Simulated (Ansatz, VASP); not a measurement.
## Zr3Ag in VASP and in Ansatz

```
Zr Ag
1.0
     4.56600    0.00000    0.00000
     0.00000    4.56600    0.00000
     0.00000    0.00000    3.98600
Zr Ag
3 1
Direct
  0.50000 0.50000 0.00000
  0.00000 0.50000 0.50000
  0.50000 0.00000 0.50000
  0.00000 0.00000 0.00000
```

Alike in both runs: task relaxation of cell and atoms; functional LDA; k mesh 8 × 8 × 9; occupations fermi-dirac, width 0.05 eV; no spin polarisation.

|  | VASP | Ansatz |
| --- | --- | --- |
| version | VASP 6.6.1 | Ansatz 0.2.0 |
| potentials or method | VASP PAW LDA potentials, release 64 (Zr_sv, Ag) | PAW with Ansatz's default frozen-core files, scalar-relativistic |
| plane-wave cutoff (eV) | 600 | 420 |
| valence electrons in the cell | 47 | 55 |

|  | VASP | Ansatz | Ansatz less VASP |
| --- | --- | --- | --- |
| relaxed volume (Å³/atom) | 19.89 | 19.86 | -0.031 |
| relaxed cell length with the largest relative difference (Å) | 4.316 | 4.313 | -0.0027 |

LDA's correlation is that of Perdew and Zunger in VASP and of Perdew and Wang (1992) in Ansatz. VASP's potentials hold 47 valence electrons a cell and Ansatz's 55, so a difference there can come from the potentials and not from the codes.
